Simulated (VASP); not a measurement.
The system is Si2C.

```xyz
3
Lattice="2.6066 0.0000 0.0000 -1.3033 2.2573 0.0000 0.0000 0.0000 7.3431" Properties=species:S:1:pos:R:3 pbc="T T T"
Si    0.0000    0.0000    2.4477
Si    0.0000    0.0000    4.8954
C     0.0000    0.0000    0.0000
```

| Quantity | Value |
| --- | --- |
| Program | VASP 6.6.1 |
| Task | relaxation of cell and atoms |
| Functional | PBE |
| Potentials or basis | VASP PAW PBE potentials, release 64 (Si, C) |
| Cutoff | 600 eV |
| k mesh | 6 × 6 × 4 |
| Occupations | gaussian, width 0.1 eV |
| Spin | no spin polarisation |

At the start: pressure -12.6 GPa; volume 14.40 Å³/atom.

Where does the relaxation end?

Over 13 steps the energy falls by 607.9 meV/atom and the volume is 12.24 Å³/atom (-15.0 %); space group P6/mmm (No. 191, to 0.05 Å).

The path:
```csv
step,energy change (eV),largest force (eV/Å),pressure (GPa),volume (Å³)
1,0.0000,2.0889,-12.64,43.21
2,-0.7824,1.7821,-2.41,36.49
3,-0.8925,1.3472,9.74,33.53
4,-1.4761,0.2090,19.68,32.34
5,-1.4891,0.3981,22.62,32.16
6,-1.6380,1.7754,9.29,36.43
7,-1.7014,1.3836,12.59,34.68
8,-1.7615,0.5482,-7.16,38.23
9,-1.8189,0.1620,-0.16,36.69
10,-1.8189,0.1841,0.05,36.65
11,-1.8228,0.1269,-0.14,36.72
12,-1.8234,0.0894,-0.23,36.76
13,-1.8238,0.0045,-0.35,36.71
```

Final structure:
```
Si C
1.0
     2.59460    0.00000    0.00000
    -1.29730    2.24699    0.00000
     0.00000    0.00000    6.29682
Si C
2 1
Direct
  0.00000 0.00000 0.29546
  0.00000 0.00000 0.70454
  0.00000 0.00000 0.00000
```

Caveat: the k points lie up to 0.47 Å⁻¹ apart in the final cell; the volume moved by over 15 % at a fixed basis, so the end points are rough.
